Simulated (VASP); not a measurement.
# MgI2 (P-3m1) in VASP: notebook

Aim: see how the results for MgI2 move with the level of theory and the settings. Levels: PBE, HSE06. Tasks: single point.

Everything below comes from runs of VASP 6.6.1. Logs are shortened: lines on timing, memory, paths and dates and some standing lists are left out, and cuts for length are marked.

## 1. The cell of the first run

The structure is trigonal, space group P-3m1 (No. 164). Conventional cell: a = 4.157 Å, b = 4.157 Å, c = 6.873 Å, α = 90.00°, β = 90.00°, γ = 120.00°. Within 3.8 Å of Mg (site symmetry -3m) lie 6 I at 2.92 Å. I (site symmetry 3m) has 3 Mg at 2.92 Å within 3.8 Å.

## 2. Single point, PBE

INCAR reads:

```
PREC = Accurate
ENCUT = 600
EDIFF = 1E-6
ISMEAR = 0
SIGMA = 0.01
LREAL = False
LASPH = True
NELM = 120
ALGO = Normal
ISIF = 2
LWAVE = False
LCHARG = False
GGA = PE
NBANDS = 15
GGA_COMPAT = False
```

KPOINTS reads:

```
regular mesh
0
Gamma
  6 6 4
```

POSCAR reads:

```
MgI2
1.0
    4.1572130713      0.0000000000      0.0000000000
   -2.0786065356      3.6002521287      0.0000000000
    0.0000000000      0.0000000000      6.8733252316
Mg I
1 2
Direct
    0.0000000000      0.0000000000      0.0000000000
    0.3333333333      0.6666666667      0.2426220932
    0.6666666667      0.3333333333      0.7573779068
```

Potentials or basis: VASP PAW PBE potentials, release 64 (Mg, I).

Run with:

```sh
$ cat potpaw_PBE.64/Mg/POTCAR potpaw_PBE.64/I/POTCAR > POTCAR
$ mpirun -np 1 vasp_std > vasp.out
```

OUTCAR:

```text
PREC = Accurate
   ENCUT = 600
   EDIFF = 1E-6
   ISMEAR = 0
   LREAL = False
   LASPH = True
   NELM = 120
   ISIF = 2
   GGA = PE

 ion  position               nearest neighbor table
   1  0.000  0.000  0.000-   2 2.92   3 2.92   2 2.92   3 2.92   3 2.92   2 2.92
   2  0.333  0.667  0.243-   1 2.92   1 2.92   1 2.92
   3  0.667  0.333  0.757-   1 2.92   1 2.92   1 2.92

  LATTYP: Found a hexagonal cell.
 ALAT       =     4.1572130713
 C/A-ratio  =     1.6533492784

  Lattice vectors:

 A1 = (   4.1572130713,   0.0000000000,   0.0000000000)
 A2 = (  -2.0786065356,   3.6002521287,   0.0000000000)
 A3 = (   0.0000000000,   0.0000000000,   6.8733252316)

Analysis of symmetry for initial positions (statically):
=====================================================================
 Subroutine PRICEL returns:
 Original cell was already a primitive cell.

 Routine SETGRP: Setting up the symmetry group for a
 hexagonal supercell.

 Subroutine GETGRP returns: Found 12 space group operations
 (whereof 12 operations were pure point group operations)
 out of a pool of 24 trial point group operations.

The static configuration has the point symmetry D_3d.

Analysis of symmetry for dynamics (positions and initial velocities):
=====================================================================
 Subroutine PRICEL returns:
 Original cell was already a primitive cell.

 Routine SETGRP: Setting up the symmetry group for a
 hexagonal supercell.

 Subroutine GETGRP returns: Found 12 space group operations
 (whereof 12 operations were pure point group operations)
 out of a pool of 24 trial point group operations.

The dynamic configuration has the point symmetry D_3d.

 Subroutine INISYM returns: Found 12 space group operations
 (whereof 12 operations are pure point group operations),
 and found     1 'primitive' translations

----------------------------------------------------------------------------------------

                                     Primitive cell

  volume of cell :     102.8732

  direct lattice vectors                    reciprocal lattice vectors
     4.157213071  0.000000000  0.000000000     0.240545765  0.138879162  0.000000000
    -2.078606536  3.600252129  0.000000000     0.000000000  0.277758325  0.000000000
     0.000000000  0.000000000  6.873325232     0.000000000  0.000000000  0.145489987

  length of vectors
     4.157213071  4.157213071  6.873325232     0.277758325  0.277758325  0.145489987

  position of ions in fractional coordinates (direct lattice)
     0.000000000  0.000000000  0.000000000
     0.333333333  0.666666667  0.242622093
     0.666666667  0.333333333  0.757377907

  ion indices of the primitive-cell ions
   primitive index   ion index
                 1           1
                 2           2
                 3           3

----------------------------------------------------------------------------------------

 KPOINTS: regular mesh

Automatic generation of k-mesh.
 Grid dimensions read from file:
 generate k-points for:    6    6    4

 Generating k-lattice:

  Cartesian coordinates                     Fractional coordinates (reciprocal lattice)
     0.040090961  0.023146527  0.000000000     0.166666667 -0.000000000  0.000000000
     0.000000000  0.046293054  0.000000000     0.000000000  0.166666667  0.000000000
     0.000000000  0.000000000  0.036372497     0.000000000  0.000000000  0.250000000

  Length of vectors
     0.046293054  0.046293054  0.036372497

  Shift w.r.t. Gamma in fractional coordinates (k-lattice)
     0.000000000  0.000000000  0.000000000

 Subroutine IBZKPT returns following result:
 ===========================================

 Found     24 irreducible k-points:

 Following reciprocal coordinates:
            Coordinates               Weight
  0.000000  0.000000  0.000000      1.000000
  0.166667  0.000000  0.000000      6.000000
  0.333333  0.000000  0.000000      6.000000
  0.500000  0.000000  0.000000      3.000000
  0.166667  0.166667  0.000000      6.000000
  0.333333  0.166667  0.000000     12.000000
[... 16 lines left out ...]
  0.333333  0.166667  0.500000     12.000000
  0.333333  0.333333  0.500000      2.000000
   k-points           NKPTS =     24   k-points in BZ     NKDIM =     24   number of bands    NBANDS=     15
   number of dos      NEDOS =    301   number of ions     NIONS =      3
   total plane-waves  NPLWV =  72576
   dimension x,y,z NGX =    36 NGY =   36 NGZ =   56
   dimension x,y,z NGXF=    72 NGYF=   72 NGZF=  112
   ions per type =               1   2
   NGX,Y,Z   is equivalent  to a cutoff of  14.40, 14.40, 13.54 a.u.
   NGXF,Y,Z  is equivalent  to a cutoff of  28.79, 28.79, 27.09 a.u.
 SYSTEM =  unknown system
   PREC   = accura    normal or accurate (medium, high low for compatibility)
   ISTART =      0    job   : 0-new  1-cont  2-samecut
   ICHARG =      2    charge: 1-file 2-atom 10-const
   ISPIN  =      1    spin polarized calculation?
   LNONCOLLINEAR =      F non collinear calculations
   LSORBIT =      F    spin-orbit coupling
   LASPH  =      T    aspherical Exc in radial PAW
   ENCUT  =  600.0 eV  44.10 Ry    6.64 a.u.   8.30  8.30 13.73*2*pi/ulx,y,z
   NELM   =    120;   NELMIN=  2; NELMDL= -5     # of ELM steps
   EDIFF  = 0.1E-05   stopping-criterion for ELM
   LREAL  =      F    real-space projection
   EDIFFG = 0.1E-04   stopping-criterion for IOM
   NSW    =      0    number of steps for IOM
   IBRION =     -1    ionic relax: 0-MD 1-quasi-New 2-CG
   NFREE  =      0    steps in history (QN), initial steepest desc. (CG)
   ISIF   =      2    stress and relaxation
   ISYM   =      2    0-nonsym 1-usesym 2-fastsym
   POTIM  = 0.5000    time-step for ionic-motion
   TEBEG  =    0.0;   TEEND  =   0.0 temperature during run
   PSTRESS=    0.0 pullay stress
   NELECT =      16.0000    total number of electrons
   NUPDOWN=      -1.0000    fix difference up-down
   EMIN   =  10.00;   EMAX   =-10.00  energy-range for DOS
   EFERMI =   0.00;   METHOD = LEGACY
   ISMEAR =     0;   SIGMA  =   0.01  broadening in eV -4-tet -1-fermi 0-gaus
   EFERMI_NEDOS =   21; number of points for ismear=-14 and -15
   IALGO  =     38    algorithm
   IMIX   =      4    mixing-type and parameters
     AMIX     =   0.40;   BMIX     =  1.00
     AMIX_MAG =   1.60;   BMIX_MAG =  1.00
  volume/ion in A,a.u.               =      34.29       231.41
  Fermi-wavevector in a.u.,A,eV,Ry     =   0.880402  1.663718 10.545969  0.775107
  Thomas-Fermi vector in A             =   2.000757
   LORBIT       =      0    0 simple, 1 ext, 2 COOP (PROOUT), +10 PAW based schemes
   GGA     = PE    functional components
   LHFCALC =     F    Hartree Fock is set to
   AEXX    =    0.0000 exact exchange contribution
   IVDW    =     0    specifies the selected vdW correction
   LEPSILON=     F    determine dielectric tensor
   LRPA    =     F    only Hartree local field effects (RPA)
 non-spin polarized calculation
 Gauss-broadening in eV      SIGMA  =   0.01
  energy-cutoff  :      600.00
  volume of cell :      102.87
 maximum number of plane-waves:      3450
 NGX is ok and might be reduce to    36
   NGX = 17   NGY = 17   NGZ = 27

 number of electron      16.0000001 magnetization

 Free energy of the ion-electron system (eV)
  ---------------------------------------------------
  ext. energy  EPLUGINS =         0.00000000
  ---------------------------------------------------
  free energy    TOTEN  =        -7.69816504 eV

  energy without entropy =       -7.69816504  energy(sigma->0) =       -7.69816504

 E-fermi :   2.3783     XC(G=0):  -8.2010

 val. band max:        2.2914178766   @ k =   0.0000   0.0000   0.0000
 cond. band min:       5.7986506816   @ k =   0.5000   0.0000   0.2500
 fundamental gap:      3.5072328050
 Fermi energy:         2.3782833232

 k-point     1 :       0.0000    0.0000    0.0000
  band No.  band energies     occupation
      1      -9.7826      2.00000
      2      -9.0752      2.00000
      3      -1.2440      2.00000
      4       1.8276      2.00000
      5       1.8276      2.00000
      6       2.2073      2.00000
      7       2.2073      2.00000
      8       2.2914      2.00000
      9       5.9665      0.00000
     10       7.0490      0.00000
     11       8.9674      0.00000
     12       8.9674      0.00000
     13       9.7604      0.00000
     14      10.4283      0.00000
     15      10.4283      0.00000

 k-point     2 :       0.1667    0.0000    0.0000
  band No.  band energies     occupation
      1      -9.6422      2.00000
      2      -9.0045      2.00000
      3      -1.0513      2.00000
      4       0.8439      2.00000
      5       1.3580      2.00000
      6       1.5188      2.00000
      7       2.1527      2.00000
      8       2.1913      2.00000
      9       6.8350      0.00000
     10       7.6777      0.00000
     11       8.4750      0.00000
     12       9.3295      0.00000
     13       9.4797      0.00000
     14      10.2806      0.00000
     15      10.8172      0.00000

 k-point     3 :       0.3333    0.0000    0.0000
  band No.  band energies     occupation
      1      -9.3075      2.00000
      2      -8.8809      2.00000
      3      -0.8826      2.00000
      4      -0.3039      2.00000
      5       0.3349      2.00000
      6       1.0803      2.00000
      7       1.8097      2.00000
      8       1.9425      2.00000
      9       6.3289      0.00000
     10       7.7445      0.00000
     11       8.2069      0.00000
     12       9.3604      0.00000
     13       9.8684      0.00000
     14      11.0132      0.00000
     15      11.3485      0.00000
[... 343 lines left out ...]
 k-point    23 :       0.3333    0.1667    0.5000
  band No.  band energies     occupation
      1      -9.0261      2.00000
      2      -8.9137      2.00000
      3      -1.1400      2.00000
      4      -0.6682      2.00000
      5       0.3476      2.00000
      6       0.7420      2.00000
      7       1.5789      2.00000
      8       1.7079      2.00000
      9       6.5574      0.00000
     10       7.8750      0.00000
     11       8.5360      0.00000
     12       9.1676      0.00000
     13       9.3859      0.00000
     14      10.5651      0.00000
     15      11.4869      0.00000

 k-point    24 :       0.3333    0.3333    0.5000
  band No.  band energies     occupation
      1      -8.9023      2.00000
      2      -8.9023      2.00000
      3      -0.8788      2.00000
      4      -0.4753      2.00000
      5      -0.4753      2.00000
      6       0.0780      2.00000
      7       1.7407      2.00000
      8       1.7407      2.00000
      9       7.0785      0.00000
     10       8.0519      0.00000
     11       8.0519      0.00000
     12       9.6254      0.00000
     13      10.5872      0.00000
     14      10.8561      0.00000
     15      11.0856      0.00000

------------------------ aborting loop because EDIFF is reached ----------------------------------------

  FORCE on cell =-STRESS in cart. coord.  units (eV):
  Direction    XX          YY          ZZ          XY          YZ          ZX
  --------------------------------------------------------------------------------------
  -------------------------------------------------------------------------------------
  Total        0.6429908      0.6429908      0.7823650      0.0000000      0.0000000     -0.0000000
  in kB       10.0141298     10.0141298     12.1847863      0.0000000      0.0000000     -0.0000000
  external PRESSURE =      10.7376820 kB  Pullay stress =       0.0000000 kB

 VOLUME and BASIS-vectors are now :
 -----------------------------------------------------------------------------
  energy-cutoff  :      600.00
  volume of cell :      102.87
      direct lattice vectors                 reciprocal lattice vectors
     4.157213071  0.000000000  0.000000000     0.240545765  0.138879162  0.000000000
    -2.078606536  3.600252129  0.000000000     0.000000000  0.277758325  0.000000000
     0.000000000  0.000000000  6.873325232     0.000000000  0.000000000  0.145489987

 POSITION                                       TOTAL-FORCE (eV/Angst)
 -----------------------------------------------------------------------------------
      0.00000      0.00000      0.00000         0.000000      0.000000     -0.000000
     -0.00000      2.40017      1.66762        -0.000000      0.000000      0.000606
      2.07861      1.20008      5.20570         0.000000     -0.000000     -0.000606
 -----------------------------------------------------------------------------------
    total drift:                                0.000000     -0.000000     -0.000000

  FREE ENERGIE OF THE ION-ELECTRON SYSTEM (eV)
  ---------------------------------------------------
  free  energy   TOTEN  =        -7.6981650375 eV

  energy  without entropy=       -7.6981650375  energy(sigma->0) =       -7.69816504
```

Wall time 40 s (1 thread of Intel Xeon Platinum 8375C at 2.90GHz (Ice Lake), shared host); peak memory 0.26 GiB.

Results:

- Free energy: -7.6982 eV
- Pressure: 1.1 GPa
- Band gap on the k mesh: 3.51 eV (least direct gap 3.68 eV)

Caveat: spin-orbit coupling is left out, which moves the levels of the heavy elements; this functional lacks dispersion, which binds layers or chains, so the pressure and a relaxed spacing across them are unreliable. A k mesh can miss the band edges.

## 3. Single point, HSE06

POSCAR is that of step 2.

INCAR.step1 reads:

```
SYSTEM = MgI2
PREC = Accurate
ENCUT = 520
EDIFF = 1E-5
ISMEAR = 0
SIGMA = 0.01
LREAL = .FALSE.
LASPH = .TRUE.
NELM = 120
ALGO = Normal
ISIF = 2
LWAVE = .TRUE.
LCHARG = .FALSE.
GGA = PE
NBANDS = 15
GGA_COMPAT = .FALSE.
```

INCAR.step2 reads:

```
SYSTEM = MgI2
PREC = Accurate
ENCUT = 520
EDIFF = 1E-6
ISMEAR = 0
SIGMA = 0.01
LREAL = .FALSE.
LASPH = .TRUE.
NELM = 120
ALGO = Normal
ISIF = 2
LWAVE = .FALSE.
LCHARG = .FALSE.
GGA = PE
LHFCALC = .TRUE.
HFSCREEN = 0.2079
PRECFOCK = Normal
ISTART = 1
NBANDS = 15
GGA_COMPAT = .FALSE.
```

KPOINTS reads:

```
Automatic mesh
0
G
  6 6 2
  0 0 0
```

Potentials or basis: VASP PAW PBE potentials, release 64 (Mg, I).

Run with:

```sh
$ cat potpaw_PBE.64/Mg/POTCAR potpaw_PBE.64/I/POTCAR > POTCAR
$ cp INCAR.step1 INCAR
$ mpirun -np 1 vasp_std > vasp.out
$ cp INCAR.step2 INCAR
$ mpirun -np 1 vasp_std > vasp.out
```

Run time: 15 min. Hardware: 1 thread of Intel Xeon Platinum 8375C at 2.90GHz (Ice Lake), shared host; peak memory 0.36 GiB.

Results (log left out):

- Free energy: -9.1895 eV
- Pressure: 0.3 GPa
- Largest force: 0.127 eV/Å
- Band gap on the k mesh: 4.48 eV (least direct gap 4.67 eV)

Forces in eV/Å, atoms in the order of the input:
```
Mg   0.000  0.000  0.000
I    0.000  0.000 -0.127
I    0.000  0.000  0.127
```

Stress tensor (GPa, compression positive):
```
0.23 0.00 0.00
0.00 0.23 0.00
0.00 0.00 0.41
```

Levels at points of the mesh, in eV from the valence-band top:
```tsv
k point	band 6	band 7	band 8	band 9	band 10	band 11
(0.00, 0.00, 0.00)	-0.08	-0.08	0.00	4.67	5.72	7.77
(0.50, 0.00, 0.00)	-1.49	-0.96	-0.49	4.56	6.30	6.45
(0.00, 0.00, 0.50)	-0.38	-0.19	-0.19	5.66	5.82	7.57
(0.50, 0.00, 0.50)	-1.22	-0.86	-0.74	4.48	6.16	6.64
```

Caveat: the k points lie up to 0.46 Å⁻¹ apart; the PAW data sets were made with another functional, which shifts forces and pressure a little; spin-orbit coupling is left out, which moves the levels of the heavy elements; this functional lacks dispersion, which binds layers or chains, so the pressure and a relaxed spacing across them are unreliable. A k mesh can miss the band edges.
